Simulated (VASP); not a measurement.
Write the native input for VASP 6.6.1 that does the following.

| Property | Result |
| --- | --- |
| Task | single point |
| Functional | BLYP |
| Potentials or basis | VASP PAW PBE potentials, release 64 (Au, Al) |
| Cutoff | 520 eV |
| k mesh | 8 × 8 × 8 |
| Occupations | fermi-dirac, width 0.05 eV |
| Spin | no spin polarisation |
| Dipole correction | no |
| Further INCAR settings | ALGO = Normal; EDIFF = 1e-06; NBANDS = 16 |

The structure of Al2Au lies in POSCAR:

```
Al2Au
1.0
    0.0000000000      3.0703521136      3.0703521136
    3.0703521136      0.0000000000      3.0703521136
    3.0703521136      3.0703521136      0.0000000000
Au Al
1 2
Direct
    0.0000000000      0.0000000000      0.0000000000
    0.7500000000      0.7500000000      0.7500000000
    0.2500000000      0.2500000000      0.2500000000
```

These files were run (other wordings do the same):

INCAR

```
SYSTEM = Al2Au
  PREC = Accurate
  ENCUT = 520
  EDIFF = 1E-6
  ISMEAR = -1
  SIGMA = 0.05
  LREAL = .FALSE.
  LASPH = .TRUE.
  NELM = 100
  ALGO = Normal
  ISIF = 2
  LWAVE = .FALSE.
  LCHARG = .TRUE.
  GGA = B5
  ALDAX = 1.0
  AGGAX = 1.0
  AGGAC = 1.0
  ALDAC = 0.0
  LELF = .TRUE.
  LVHAR = .TRUE.
  NBANDS = 16
```

KPOINTS

```
regular mesh
0
G
  8 8 8
  0 0 0
```

Potentials or basis: VASP PAW PBE potentials, release 64 (Au, Al).

Launch:

```console
$ cat potpaw_PBE.64/Au/POTCAR potpaw_PBE.64/Al/POTCAR > POTCAR
$ mpirun -np 1 vasp_std > vasp.out
```

It gave:

The pressure is 0.3 GPa.

Caveat: the PAW data sets were made with another functional, which shifts forces and pressure a little.

Run time: 49 s on 1 thread of Intel Xeon 6975P-C (shared host), peak memory 0.18 GiB.
